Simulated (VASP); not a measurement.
# Sr2O5 (cubic X2O5 type) (Pn-3m) in VASP: further runs

Sr2O5 (cubic X2O5 type) is run at these levels: PBE; tasks: single point.

Everything below comes from runs of VASP 6.6.1. Logs are shortened: lines on timing, memory, paths and dates and some standing lists are left out, and cuts for length are marked.

## Step 1: The cell of the first run

Symmetry: Pn-3m, No. 224, cubic system. The conventional cell has a = 5.765 Å, b = 5.765 Å, c = 5.765 Å, α = 90.00°, β = 90.00°, γ = 90.00°. Sr (site symmetry -3m) has 12 O at 2.50 to 2.88 Å within 3.3 Å. O (site symmetry -3m) has 6 O at 2.50 Å and 6 Sr at 2.88 Å within 3.3 Å. Within 3.3 Å of O (site symmetry -42m) lie 4 Sr at 2.50 Å and 8 O at 2.50 to 2.88 Å.

## Step 2: Single point, PBE

The input, INCAR:

```
SYSTEM = Sr2O5
  PREC = Accurate
  ENCUT = 520
  EDIFF = 1E-7
  ISMEAR = -1
  SIGMA = 0.06122561905347299
  LREAL = .FALSE.
  LASPH = .TRUE.
  NELM = 80
  ALGO = Normal
  ISIF = 2
  LWAVE = .FALSE.
  LCHARG = .TRUE.
  GGA = PE
  LELF = .TRUE.
  LVHAR = .TRUE.
  NBANDS = 63
```

The input, KPOINTS:

```
regular mesh
0
G
  7 7 7
  0 0 0
```

The input, POSCAR:

```
Sr2O5
1.0
    5.7654796943      0.0000000000      0.0000000000
    0.0000000000      5.7654796943      0.0000000000
    0.0000000000      0.0000000000      5.7654796943
Sr O
4 10
Direct
    0.0000000000      0.0000000000      0.0000000000
    0.5000000000      0.5000000000      0.0000000000
    0.5000000000      0.0000000000      0.5000000000
    0.0000000000      0.5000000000      0.5000000000
    0.5000000000      0.0000000000      0.0000000000
    0.0000000000      0.5000000000      0.0000000000
    0.0000000000      0.0000000000      0.5000000000
    0.5000000000      0.5000000000      0.5000000000
    0.7500000000      0.7500000000      0.2500000000
    0.7500000000      0.2500000000      0.7500000000
    0.2500000000      0.7500000000      0.7500000000
    0.7500000000      0.2500000000      0.2500000000
    0.2500000000      0.7500000000      0.2500000000
    0.2500000000      0.2500000000      0.7500000000
```

Potentials or basis: VASP PAW PBE potentials, release 64 (Sr_sv, O).

Launch:

```console
> cat potpaw_PBE.64/Sr_sv/POTCAR potpaw_PBE.64/O/POTCAR > POTCAR
> mpirun -np 1 vasp_std > vasp.out
```

OUTCAR:

```text
SYSTEM = Sr2O5
   PREC = Accurate
   ENCUT = 520
   EDIFF = 1E-7
   ISMEAR = -1
   LREAL = .FALSE.
   LASPH = .TRUE.
   NELM = 80
   ISIF = 2
   GGA = PE

 ion  position               nearest neighbor table
   1  0.000  0.000  0.000-   9 2.50  10 2.50  11 2.50  12 2.50  13 2.50  14 2.50   5 2.88   6 2.88
                             7 2.88   7 2.88   6 2.88   5 2.88   3 4.08   4 4.08   2 4.08   2 4.08
   2  0.500  0.500  0.000-   9 2.50  10 2.50  11 2.50  12 2.50  13 2.50  14 2.50   5 2.88   6 2.88
                             8 2.88   8 2.88   5 2.88   6 2.88   3 4.08   4 4.08   1 4.08   1 4.08
   3  0.500  0.000  0.500-   9 2.50  10 2.50  11 2.50  12 2.50  13 2.50  14 2.50   5 2.88   7 2.88
                             8 2.88   5 2.88   8 2.88   7 2.88   1 4.08   2 4.08   1 4.08   2 4.08
   4  0.000  0.500  0.500-   9 2.50  10 2.50  11 2.50  12 2.50  13 2.50  14 2.50   6 2.88   7 2.88
                             8 2.88   6 2.88   7 2.88   8 2.88   1 4.08   2 4.08   1 4.08   1 4.08
   5  0.500  0.000  0.000-   1 2.88   2 2.88   3 2.88   3 2.88   2 2.88   1 2.88
   6  0.000  0.500  0.000-   1 2.88   2 2.88   4 2.88   4 2.88   1 2.88   2 2.88
   7  0.000  0.000  0.500-   1 2.88   3 2.88   4 2.88   1 2.88   4 2.88   3 2.88
   8  0.500  0.500  0.500-   2 2.88   3 2.88   4 2.88   2 2.88   3 2.88   4 2.88
   9  0.750  0.750  0.250-   1 2.50   2 2.50   3 2.50   4 2.50
  10  0.750  0.250  0.750-   1 2.50   2 2.50   3 2.50   4 2.50
  11  0.250  0.750  0.750-   1 2.50   2 2.50   3 2.50   4 2.50
  12  0.750  0.250  0.250-   1 2.50   2 2.50   3 2.50   4 2.50
  13  0.250  0.750  0.250-   1 2.50   2 2.50   3 2.50   4 2.50
  14  0.250  0.250  0.750-   1 2.50   2 2.50   3 2.50   4 2.50

  LATTYP: Found a simple cubic cell.
 ALAT       =     5.7654796943

  Lattice vectors:

 A1 = (   5.7654796943,   0.0000000000,   0.0000000000)
 A2 = (   0.0000000000,   5.7654796943,   0.0000000000)
 A3 = (   0.0000000000,   0.0000000000,   5.7654796943)

Analysis of symmetry for initial positions (statically):
=====================================================================
 Subroutine PRICEL returns:
 Original cell was already a primitive cell.

 Routine SETGRP: Setting up the symmetry group for a
 simple cubic supercell.

 Subroutine GETGRP returns: Found 48 space group operations
 (whereof 12 operations were pure point group operations)
 out of a pool of 48 trial point group operations.

The static configuration has the point symmetry D_3d.
 The point group associated with its full space group is O_h .

Analysis of symmetry for dynamics (positions and initial velocities):
=====================================================================
 Subroutine PRICEL returns:
 Original cell was already a primitive cell.

 Routine SETGRP: Setting up the symmetry group for a
 simple cubic supercell.

 Subroutine GETGRP returns: Found 48 space group operations
 (whereof 12 operations were pure point group operations)
 out of a pool of 48 trial point group operations.

The dynamic configuration has the point symmetry D_3d.
 The point group associated with its full space group is O_h .

 Subroutine INISYM returns: Found 48 space group operations
 (whereof 12 operations are pure point group operations),
 and found     1 'primitive' translations

----------------------------------------------------------------------------------------

                                     Primitive cell

  volume of cell :     191.6489

  direct lattice vectors                    reciprocal lattice vectors
     5.765479694  0.000000000  0.000000000     0.173446106  0.000000000  0.000000000
     0.000000000  5.765479694  0.000000000     0.000000000  0.173446106  0.000000000
     0.000000000  0.000000000  5.765479694     0.000000000  0.000000000  0.173446106

  length of vectors
     5.765479694  5.765479694  5.765479694     0.173446106  0.173446106  0.173446106

  position of ions in fractional coordinates (direct lattice)
     0.000000000  0.000000000  0.000000000
     0.500000000  0.500000000  0.000000000
     0.500000000  0.000000000  0.500000000
     0.000000000  0.500000000  0.500000000
     0.500000000  0.000000000  0.000000000
     0.000000000  0.500000000  0.000000000
     0.000000000  0.000000000  0.500000000
     0.500000000  0.500000000  0.500000000
     0.750000000  0.750000000  0.250000000
     0.750000000  0.250000000  0.750000000
     0.250000000  0.750000000  0.750000000
     0.750000000  0.250000000  0.250000000
     0.250000000  0.750000000  0.250000000
     0.250000000  0.250000000  0.750000000

  ion indices of the primitive-cell ions
   primitive index   ion index
                 1           1
                 2           2
                 3           3
                 4           4
                 5           5
                 6           6
                 7           7
                 8           8
                 9           9
                10          10
                11          11
                12          12
                13          13
                14          14

----------------------------------------------------------------------------------------

 KPOINTS: regular mesh

Automatic generation of k-mesh.
 Grid dimensions read from file:
 generate k-points for:    7    7    7

 Generating k-lattice:

  Cartesian coordinates                     Fractional coordinates (reciprocal lattice)
     0.024778015  0.000000000  0.000000000     0.142857143  0.000000000  0.000000000
     0.000000000  0.024778015  0.000000000     0.000000000  0.142857143  0.000000000
     0.000000000  0.000000000  0.024778015     0.000000000  0.000000000  0.142857143

  Length of vectors
     0.024778015  0.024778015  0.024778015

  Shift w.r.t. Gamma in fractional coordinates (k-lattice)
     0.000000000  0.000000000  0.000000000

 Subroutine IBZKPT returns following result:
 ===========================================

 Found     20 irreducible k-points:

 Following reciprocal coordinates:
            Coordinates               Weight
  0.000000  0.000000  0.000000      1.000000
  0.142857  0.000000  0.000000      6.000000
  0.285714  0.000000  0.000000      6.000000
  0.428571  0.000000  0.000000      6.000000
  0.142857  0.142857  0.000000     12.000000
  0.285714  0.142857  0.000000     24.000000
[... 12 lines left out ...]
  0.428571  0.428571  0.285714     24.000000
  0.428571  0.428571  0.428571      8.000000
   k-points           NKPTS =     20   k-points in BZ     NKDIM =     20   number of bands    NBANDS=     63
   number of dos      NEDOS =    301   number of ions     NIONS =     14
   total plane-waves  NPLWV = 110592
   dimension x,y,z NGX =    48 NGY =   48 NGZ =   48
   dimension x,y,z NGXF=    96 NGYF=   96 NGZF=   96
   ions per type =               4  10
   NGX,Y,Z   is equivalent  to a cutoff of  13.84, 13.84, 13.84 a.u.
   NGXF,Y,Z  is equivalent  to a cutoff of  27.68, 27.68, 27.68 a.u.
 SYSTEM =  Sr2O5
   PREC   = accura    normal or accurate (medium, high low for compatibility)
   ISTART =      0    job   : 0-new  1-cont  2-samecut
   ICHARG =      2    charge: 1-file 2-atom 10-const
   ISPIN  =      1    spin polarized calculation?
   LNONCOLLINEAR =      F non collinear calculations
   LSORBIT =      F    spin-orbit coupling
   LASPH  =      T    aspherical Exc in radial PAW
   ENCUT  =  520.0 eV  38.22 Ry    6.18 a.u.  10.72 10.72 10.72*2*pi/ulx,y,z
   NELM   =     80;   NELMIN=  2; NELMDL= -5     # of ELM steps
   EDIFF  = 0.1E-06   stopping-criterion for ELM
   LREAL  =      F    real-space projection
   EDIFFG = 0.1E-05   stopping-criterion for IOM
   NSW    =      0    number of steps for IOM
   IBRION =     -1    ionic relax: 0-MD 1-quasi-New 2-CG
   NFREE  =      0    steps in history (QN), initial steepest desc. (CG)
   ISIF   =      2    stress and relaxation
   ISYM   =      2    0-nonsym 1-usesym 2-fastsym
   POTIM  = 0.5000    time-step for ionic-motion
   TEBEG  =    0.0;   TEEND  =   0.0 temperature during run
   PSTRESS=    0.0 pullay stress
   NELECT =     100.0000    total number of electrons
   NUPDOWN=      -1.0000    fix difference up-down
   EMIN   =  10.00;   EMAX   =-10.00  energy-range for DOS
   EFERMI =   0.00;   METHOD = LEGACY
   ISMEAR =    -1;   SIGMA  =   0.06  broadening in eV -4-tet -1-fermi 0-gaus
   EFERMI_NEDOS =   21; number of points for ismear=-14 and -15
   IALGO  =     38    algorithm
   IMIX   =      4    mixing-type and parameters
     AMIX     =   0.40;   BMIX     =  1.00
     AMIX_MAG =   1.60;   BMIX_MAG =  1.00
  volume/ion in A,a.u.               =      13.69        92.38
  Fermi-wavevector in a.u.,A,eV,Ry     =   1.317972  2.490605 23.633988  1.737049
  Thomas-Fermi vector in A             =   2.447975
   LORBIT       =      0    0 simple, 1 ext, 2 COOP (PROOUT), +10 PAW based schemes
   GGA     = PE    functional components
   LHFCALC =     F    Hartree Fock is set to
   AEXX    =    0.0000 exact exchange contribution
   IVDW    =     0    specifies the selected vdW correction
   LEPSILON=     F    determine dielectric tensor
   LRPA    =     F    only Hartree local field effects (RPA)
 non-spin polarized calculation
  energy-cutoff  :      520.00
  volume of cell :      191.65
 maximum number of plane-waves:      5192
 NGX is ok and might be reduce to    48
   NGX = 21   NGY = 21   NGZ = 21

 number of electron     100.0000000 magnetization

 number of electron      99.9999997 magnetization

 Free energy of the ion-electron system (eV)
  ---------------------------------------------------
  ext. energy  EPLUGINS =         0.00000000
  ---------------------------------------------------
  free energy    TOTEN  =       -65.83139083 eV

  energy without entropy =      -65.50854475  energy(sigma->0) =      -65.66996779

 E-fermi :   1.1228     XC(G=0): -10.2845

 val. band max:        1.1195172254   @ k =   0.4286   0.2857   0.1429
 cond. band min:       1.1377909572   @ k =   0.2857   0.2857   0.0000
 fundamental gap:      0.0182737318
 Fermi energy:         1.1227523131

 k-point     1 :       0.0000    0.0000    0.0000
  band No.  band energies     occupation
      1     -30.8123      2.00000
      2     -30.7431      2.00000
      3     -30.7431      2.00000
      4     -30.7431      2.00000
      5     -16.2617      2.00000
      6     -16.2071      2.00000
[... 54 lines left out ...]
     61       9.0301      0.00000
     62       9.0301      0.00000

 k-point     2 :       0.1429    0.0000    0.0000
  band No.  band energies     occupation
      1     -30.8088      2.00000
      2     -30.7465      2.00000
      3     -30.7430      2.00000
      4     -30.7430      2.00000
      5     -16.2766      2.00000
      6     -16.2335      2.00000
[... 54 lines left out ...]
     61       9.1276      0.00000
     62       9.1276      0.00000

 k-point     3 :       0.2857    0.0000    0.0000
  band No.  band energies     occupation
      1     -30.7992      2.00000
      2     -30.7560      2.00000
      3     -30.7429      2.00000
      4     -30.7429      2.00000
      5     -16.3093      2.00000
      6     -16.2880      2.00000
[... 1094 lines left out ...]
     61       9.9840      0.00000
     62      10.4604      0.00000

 k-point    20 :       0.4286    0.4286    0.4286
  band No.  band energies     occupation
      1     -30.7635      2.00000
      2     -30.7607      2.00000
      3     -30.7607      2.00000
      4     -30.7532      2.00000
      5     -16.4687      2.00000
      6     -16.4545      2.00000
[... 54 lines left out ...]
     61       9.7306      0.00000
     62      10.7535      0.00000
 [bands above 62 left out]

------------------------ aborting loop because EDIFF is reached ----------------------------------------

  FORCE on cell =-STRESS in cart. coord.  units (eV):
  Direction    XX          YY          ZZ          XY          YZ          ZX
  --------------------------------------------------------------------------------------
  -------------------------------------------------------------------------------------
  Total        2.4418507      2.4418507      2.4418507      0.0000000     -0.0000000     -0.0000000
  in kB       20.4137765     20.4137765     20.4137765      0.0000000     -0.0000000     -0.0000000
  external PRESSURE =      20.4137765 kB  Pullay stress =       0.0000000 kB

 VOLUME and BASIS-vectors are now :
 -----------------------------------------------------------------------------
  energy-cutoff  :      520.00
  volume of cell :      191.65
      direct lattice vectors                 reciprocal lattice vectors
     5.765479694  0.000000000  0.000000000     0.173446106  0.000000000  0.000000000
     0.000000000  5.765479694  0.000000000     0.000000000  0.173446106  0.000000000
     0.000000000  0.000000000  5.765479694     0.000000000  0.000000000  0.173446106

 POSITION                                       TOTAL-FORCE (eV/Angst)
 -----------------------------------------------------------------------------------
      0.00000      0.00000      0.00000         0.000000      0.000000     -0.000000
      2.88274      2.88274      0.00000         0.000000      0.000000     -0.000000
      2.88274      0.00000      2.88274         0.000000      0.000000     -0.000000
      0.00000      2.88274      2.88274         0.000000      0.000000     -0.000000
      2.88274      0.00000      0.00000         0.000000      0.000000     -0.000000
      0.00000      2.88274      0.00000         0.000000      0.000000     -0.000000
      0.00000      0.00000      2.88274         0.000000      0.000000     -0.000000
      2.88274      2.88274      2.88274         0.000000      0.000000     -0.000000
      4.32411      4.32411      1.44137        -0.000000     -0.000000     -0.000000
      4.32411      1.44137      4.32411         0.000000      0.000000     -0.000000
      1.44137      4.32411      4.32411         0.000000     -0.000000      0.000000
      4.32411      1.44137      1.44137        -0.000000     -0.000000     -0.000000
      1.44137      4.32411      1.44137         0.000000      0.000000      0.000000
      1.44137      1.44137      4.32411        -0.000000      0.000000     -0.000000
 -----------------------------------------------------------------------------------
    total drift:                               -0.000000      0.000000      0.000000

  FREE ENERGIE OF THE ION-ELECTRON SYSTEM (eV)
  ---------------------------------------------------
  free  energy   TOTEN  =       -65.8313908257 eV

  energy  without entropy=      -65.5085447497  energy(sigma->0) =      -65.66996779
```

Run time: 7.8 min. Hardware: 1 thread of Oxide Virtual Turin-like, shared host; peak memory 0.39 GiB.

Results:

* Free energy: -65.8314 eV
* Pressure: 2.0 GPa
* Band gap on the k mesh: zero (bands 50 and 51 overlap by 0.18 eV)

Levels at points of the mesh, in eV from the Fermi level:
```tsv
k point	band 47	band 48	band 49	band 50	band 51	band 52	band 53	band 54
(0.00, 0.00, 0.00)	-0.71	0.05	0.05	0.05	0.37	0.37	0.37	0.41
```

Caveat: semilocal functionals underestimate gaps, and a narrow one can read as zero.

## Step 3: Single point, PBE

This run uses another cell than the first one, of 13.97 Å³/atom.

The input, INCAR:

```
SYSTEM = Sr2O5
PREC = Accurate
ENCUT = 520
EDIFF = 1E-6
ISMEAR = -1
SIGMA = 0.06122561905347299
LREAL = .False.
LASPH = .True.
NELM = 60
ALGO = Normal
ISIF = 2
LWAVE = .False.
LCHARG = .True.
GGA = PE
LELF = .True.
LVHAR = .True.
NBANDS = 63
```

The input, KPOINTS:

```
regular mesh
0
Gamma
  10 10 10
  0 0 0
```

Edit POSCAR of step 2 so:

```diff
@@ -2,5 +2,5 @@
 1.0
-    5.7654796943      0.0000000000      0.0000000000
-    0.0000000000      5.7654796943      0.0000000000
-    0.0000000000      0.0000000000      5.7654796943
+    5.8044368199      0.0000000000      0.0000000000
+    0.0000000000      5.8044368199      0.0000000000
+    0.0000000000      0.0000000000      5.8044368199
 Sr O
```

Potentials or basis: VASP PAW PBE potentials, release 64 (Sr_sv, O).

Launch:

```console
> cat potpaw_PBE.64/Sr_sv/POTCAR potpaw_PBE.64/O/POTCAR > POTCAR
> mpirun -np 1 vasp_std > vasp.out
```

Run time: 16 min. Hardware: 1 thread of Oxide Virtual Turin-like, shared host; peak memory 0.6 GiB.

Results (log left out):

- Free energy: -65.8647 eV
- Pressure: 0.4 GPa
- Band gap on the k mesh: zero (bands 50 and 51 overlap by 0.21 eV)

Levels at points of the mesh, in eV from the Fermi level:
```
           k point  band 46  band 47  band 48  band 49  band 50  band 51  band 52  band 53  band 54  band 55
(0.00, 0.00, 0.00)    -0.68    -0.68     0.06     0.06     0.06     0.36     0.36     0.36     0.39     0.39
(0.50, 0.00, 0.00)    -0.55    -0.42    -0.42    -0.22    -0.22    -0.02    -0.02     0.02     0.02     0.13
(0.50, 0.50, 0.00)    -0.24    -0.23    -0.23    -0.20    -0.20     0.20     0.20     0.30     0.30     0.33
(0.50, 0.50, 0.50)    -0.93    -0.93    -0.10    -0.10    -0.09    -0.09    -0.09     0.07     0.07     0.07
```

Caveat: semilocal functionals underestimate gaps, and a narrow one can read as zero.
